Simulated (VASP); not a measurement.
# GePPd3 (Pm-3m) in VASP: a series of runs, part 2 of 2

VASP 6.6.1.

### Step 3. Relaxation of cell and atoms, PBE

This run uses another cell than the first one, of 19.51 Å³/atom.

File INCAR:

```
PREC = Accurate ; ENCUT = 600
EDIFF = 1E-7 ; ISMEAR = 0
SIGMA = 0.1 ; LREAL = False
LASPH = True ; NELM = 60
ALGO = Normal ; ISIF = 3
LWAVE = False ; LCHARG = False
GGA = PE ; IBRION = 2
NSW = 100 ; EDIFFG = -0.01
```

File KPOINTS:

```
regular mesh
0
Gamma
  8 8 8
```

File POSCAR:

```
GePPd3
1.0
    4.6033533584      0.0000000000      0.0000000000
    0.0000000000      4.6033533584      0.0000000000
    0.0000000000      0.0000000000      4.6033533584
Ge P Pd
1 1 3
Direct
    0.5000000000      0.5000000000      0.5000000000
    0.0000000000      0.0000000000      0.0000000000
    0.0000000000      0.5000000000      0.5000000000
    0.5000000000      0.0000000000      0.5000000000
    0.5000000000      0.5000000000      0.0000000000
```

Potentials or basis: VASP PAW PBE potentials, release 64 (Ge_d, P, Pd).

Command:

```
> cat potpaw_PBE.64/Ge_d/POTCAR potpaw_PBE.64/P/POTCAR potpaw_PBE.64/Pd/POTCAR > POTCAR
> mpirun -np 1 vasp_std > vasp.out
```

OUTCAR:

```text
PREC = Accurate
   ENCUT = 600
   EDIFF = 1E-7
   ISMEAR = 0
   LREAL = False
   LASPH = True
   NELM = 60
   ISIF = 3
   GGA = PE
   IBRION = 2
   NSW = 100
   EDIFFG = -0.01

 ion  position               nearest neighbor table
   1  0.500  0.500  0.500-   3 2.30   4 2.30   5 2.30   5 2.30   4 2.30   3 2.30
   2  0.000  0.000  0.000-
   3  0.000  0.500  0.500-   1 2.30   1 2.30   5 3.26   5 3.26   4 3.26   4 3.26   4 3.26   5 3.26
                             5 3.26   4 3.26
   4  0.500  0.000  0.500-   1 2.30   1 2.30   5 3.26   5 3.26   3 3.26   3 3.26   5 3.26   5 3.26
                             3 3.26   3 3.26
   5  0.500  0.500  0.000-   1 2.30   1 2.30   4 3.26   3 3.26   3 3.26   4 3.26   4 3.26   4 3.26
                             3 3.26   3 3.26

  LATTYP: Found a simple cubic cell.
 ALAT       =     4.6033533584

  Lattice vectors:

 A1 = (   4.6033533584,   0.0000000000,   0.0000000000)
 A2 = (   0.0000000000,   4.6033533584,   0.0000000000)
 A3 = (   0.0000000000,   0.0000000000,   4.6033533584)

Analysis of symmetry for initial positions (statically):
=====================================================================
 Subroutine PRICEL returns:
 Original cell was already a primitive cell.

 Routine SETGRP: Setting up the symmetry group for a
 simple cubic supercell.

 Subroutine GETGRP returns: Found 48 space group operations
 (whereof 48 operations were pure point group operations)
 out of a pool of 48 trial point group operations.

The static configuration has the point symmetry O_h .

Analysis of symmetry for dynamics (positions and initial velocities):
=====================================================================
 Subroutine PRICEL returns:
 Original cell was already a primitive cell.

 Routine SETGRP: Setting up the symmetry group for a
 simple cubic supercell.

 Subroutine GETGRP returns: Found 48 space group operations
[... 130 lines left out ...]
  volume/ion in A,a.u.               =      19.51       131.66
  Fermi-wavevector in a.u.,A,eV,Ry     =   1.301365  2.459224 23.042168  1.693552
  Thomas-Fermi vector in A             =   2.432504
   LORBIT       =      0    0 simple, 1 ext, 2 COOP (PROOUT), +10 PAW based schemes
   GGA     = PE    functional components
   LHFCALC =     F    Hartree Fock is set to
   AEXX    =    0.0000 exact exchange contribution
   IVDW    =     0    specifies the selected vdW correction
   LEPSILON=     F    determine dielectric tensor
   LRPA    =     F    only Hartree local field effects (RPA)
 conjugate gradient relaxation of ions
 non-spin polarized calculation
 Gauss-broadening in eV      SIGMA  =   0.10
  energy-cutoff  :      600.00
  volume of cell :       97.55
 maximum number of plane-waves:      3294
 NGX is ok and might be reduce to    40
   NGX = 19   NGY = 19   NGZ = 19

--------------------------------------- Ionic step        1  -------------------------------------------

 number of electron      49.0000019 magnetization

 Free energy of the ion-electron system (eV)
  ---------------------------------------------------
  ext. energy  EPLUGINS =         0.00000000
  ---------------------------------------------------
  free energy    TOTEN  =       -23.31108721 eV

  energy without entropy =      -23.30103080  energy(sigma->0) =      -23.30605900

------------------------ aborting loop because EDIFF is reached ----------------------------------------

  FORCE on cell =-STRESS in cart. coord.  units (eV):
  Direction    XX          YY          ZZ          XY          YZ          ZX
  --------------------------------------------------------------------------------------
  -------------------------------------------------------------------------------------
  Total        0.4129156      0.4129156      0.4129156      0.0000000      0.0000000     -0.0000000
  in kB        6.7818611      6.7818611      6.7818611      0.0000000      0.0000000     -0.0000000
  external PRESSURE =       6.7818611 kB  Pullay stress =       0.0000000 kB
[... 65 lines left out ...]
--------------------------------------- Ionic step        3  -------------------------------------------

 number of electron      49.0000024 magnetization

 Free energy of the ion-electron system (eV)
  ---------------------------------------------------
  ext. energy  EPLUGINS =         0.00000000
  ---------------------------------------------------
  free energy    TOTEN  =       -23.31248967 eV

  energy without entropy =      -23.30239253  energy(sigma->0) =      -23.30744110

 E-fermi :   5.9528     XC(G=0): -10.9499

 val. band max:        5.9420833197   @ k =   0.3750   0.2500   0.1250
 cond. band min:       6.0342775758   @ k =   0.2500   0.2500   0.0000
 fundamental gap:      0.0921942561
 Fermi energy:         5.9527513323

 k-point     1 :       0.0000    0.0000    0.0000
  band No.  band energies     occupation
      1     -18.6022      2.00000
      2     -18.6022      2.00000
      3     -18.5018      2.00000
      4     -18.5018      2.00000
      5     -18.5018      2.00000
      6      -5.1763      2.00000
[... 757 lines left out ...]
     28       8.3533      0.00000
     29       9.8279      0.00000

 [... further k-points ...]
[... 5 lines left out ...]
  --------------------------------------------------------------------------------------
  -------------------------------------------------------------------------------------
  Total        0.0027680      0.0027680      0.0027680      0.0000000     -0.0000000      0.0000000
  in kB        0.0451539      0.0451539      0.0451539      0.0000000     -0.0000000      0.0000000
  external PRESSURE =       0.0451539 kB  Pullay stress =       0.0000000 kB
[... 20 lines left out ...]
  FREE ENERGIE OF THE ION-ELECTRON SYSTEM (eV)
  ---------------------------------------------------
  free  energy   TOTEN  =       -23.3124896748 eV

  energy  without entropy=      -23.3023925253  energy(sigma->0) =      -23.30744110

 reached required accuracy - stopping structural energy minimisation
```

Run time: 8.2 min. Hardware: 1 thread of Intel Xeon 8259CL, shared host; peak memory 0.34 GiB.

What came out:

| Item | Value |
| --- | --- |
| Free energy | -23.3125 eV |
| Relaxed volume | 19.64 Å³/atom |
| Relaxed cell | a = 4.614 Å, b = 4.614 Å, c = 4.614 Å, α = 90.00°, β = 90.00°, γ = 90.00° |
| Space group after relaxing (to 0.1 Å) | Pm-3m (No. 221) |
| Energy gained by relaxing | 0.3 meV/atom |
| Ionic steps | 3 |
| Pressure after relaxing | 0.0 GPa |
| Band gap on the k mesh | zero (an odd number of electrons rules out a gap without spin polarisation) |

Step by step:
```csv
step,energy change (eV),largest force (eV/Å),pressure (GPa),volume (Å³)
1,0.0000,0.0000,0.68,97.55
2,-0.0006,0.0000,-0.48,98.72
3,-0.0014,0.0000,0.00,98.22
```

Final structure:
```
CELL_PARAMETERS angstrom
4.61384 0.00000 0.00000
0.00000 4.61384 0.00000
0.00000 0.00000 4.61384
ATOMIC_POSITIONS crystal
Ge 0.50000 0.50000 0.50000
P 0.00000 0.00000 0.00000
Pd 0.00000 0.50000 0.50000
Pd 0.50000 0.00000 0.50000
Pd 0.50000 0.50000 0.00000
```

The gap in the log of VASP goes by the Fermi energy; the results here count the filled bands.